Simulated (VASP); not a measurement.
Runs of VASP 6.6.1 on Y. The structure is that of space group Pm-3m (No. 221), or close to it. The cells are those of the table. 

```csv
task,cell,cutoff (eV),gap on the mesh (eV),pressure (GPa)
single point,"a = 2.670 Å, 1 atom",520,none,(a)
single point,"a = 2.774 Å, 1 atom",520,none,30.0
relaxation of cell and atoms,"relaxed to 45 GPa from a = 3.310 Å, 1 atom",600,none,45.0
single point,"a = 2.913 Å, 1 atom",520,none,14.9
relaxation of cell and atoms,"relaxed from a = 3.310 Å, 1 atom",600,none,0.0
single point,"a = 3.254 Å, 1 atom",520,none,-0.1
relaxation of cell and atoms,"relaxed to 15 GPa from a = 3.310 Å, 1 atom",600,none,15.0
relaxation of cell and atoms,"relaxed to 30 GPa from a = 3.310 Å, 1 atom",600,none,30.0
```

Alike in all rows: level PBE; potentials or basis VASP PAW PBE potentials, release 64 (Y_sv); no spin polarisation; k mesh 6 × 6 × 6; smearing methfessel-paxton 0.1 eV.

Problem. Estimate the missing entries.

Solution. (a) 44.9.

Caveats: some runs use coarse meshes; the cell is relaxed towards a set pressure, so the enthalpy falls and the energy may rise (some runs).

A k mesh can miss the band edges, and the runs leave out spin-orbit coupling on Y.

A gap of «none» marks levels without a gap at the run's occupations.
